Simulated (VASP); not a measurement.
# CdS: single point with PBEsol

The system is CdS.

```xyz
4
Lattice="4.1245 0.0000 0.0000 -2.0623 3.5720 0.0000 0.0000 0.0000 6.7092" Properties=species:S:1:pos:R:3 pbc="T T T"
Cd    0.0000    2.3813   -0.3092
Cd    2.0623    1.1907    3.0454
S     0.0000    2.3813    2.8385
S     2.0623    1.1907    6.1931
```

This cell differs from its parent crystal: atoms moved along the polar distortion.

| Property | Result |
| --- | --- |
| Program | VASP 6.6.1 |
| Task | single point |
| Functional | PBEsol |
| Potentials or basis | VASP PAW PBE potentials, release 64 (Cd_sv_GW, S) |
| Cutoff | 630 eV |
| k mesh | 9 × 9 × 4 |
| Occupations | gaussian, width 0.01 eV |
| Spin | no spin polarisation |
| Dipole correction | no |
| Further INCAR settings | ALGO = Normal; EDIFF = 1e-06; NBANDS = 34 |

```json
{
  "Pressure": "3.4 GPa",
  "Largest force": "0.418 eV/Å",
  "Band gap on the k mesh": "1.33 eV"
}
```

Forces in eV/Å, atoms in the order of the input:
```
Cd   0.000  0.000  0.418
Cd   0.000  0.000  0.418
S    0.000  0.000 -0.418
S    0.000  0.000 -0.418
```

Stress tensor (GPa, compression positive):
```
 6.63  0.00  0.00
 0.00  6.63  0.00
 0.00  0.00 -3.08
```

Levels at points of the mesh, in eV from the valence-band top:
```csv
k point,band 24,band 25,band 26,band 27,band 28,band 29
"(0.00, 0.00, 0.00)",-0.33,0.00,0.00,1.33,2.04,6.34
"(0.00, 0.00, 0.50)",-0.22,-0.22,-0.22,2.44,2.44,6.17
```

It took 2.7 min on 1 thread of AMD EPYC 7R43 64-Core Processor (Zen 3), with other jobs on the host, peak memory 0.3 GiB.

Caveat: the cell differs from its parent crystal (atoms moved along the polar distortion); the stress differs along the axes, from -3 to 7 GPa; the PAW data sets were made with another functional, which shifts forces and pressure a little.
